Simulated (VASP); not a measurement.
A run of VASP 6.6.1:

The input INCAR:

```
SYSTEM = Sn3SeS2
ALGO = Normal ; EDIFF = 1E-7
ENCUT = 520 ; GGA = PE
ISIF = 2 ; ISMEAR = 0
LASPH = .True. ; LCHARG = .False.
LREAL = .False. ; LWAVE = .False.
NBANDS = 39 ; NELM = 60
PREC = Accurate ; SIGMA = 0.1
```

File KPOINTS:

```
k-points
0
Gamma
  6 6 2
  0 0 0
```

File POSCAR:

```
Sn3SeS2
1.0
    4.1874086012      0.0000000000      0.0000000000
   -2.0937043006      3.6264022247      0.0000000000
    0.0000000000      0.0000000000     10.2266676634
Sn Se S
3 1 2
Direct
    0.0000000000      0.0000000000      0.0000000000
    0.3333333333      0.6666666667      0.6757512160
    0.6666666667      0.3333333333      0.3242487840
    0.0000000000      0.0000000000      0.5000000000
    0.6666666667      0.3333333333      0.8380555996
    0.3333333333      0.6666666667      0.1619444004
```

Potentials or basis: VASP PAW PBE potentials, release 64 (Sn_d, Se, S).

Run with:

```console
$ cat potpaw_PBE.64/Sn_d/POTCAR potpaw_PBE.64/Se/POTCAR potpaw_PBE.64/S/POTCAR > POTCAR
$ mpirun -np 1 vasp_std > vasp.out
```

Hardware: 1 thread of AMD EPYC 7R13, with other jobs on the host.

Q: How long does it take, and how much memory?

A: Run time: 2.8 min on 1 thread of AMD EPYC 7R13, on a shared host, peak memory 0.27 GiB. Counts: scf iterations 15, k points 14.
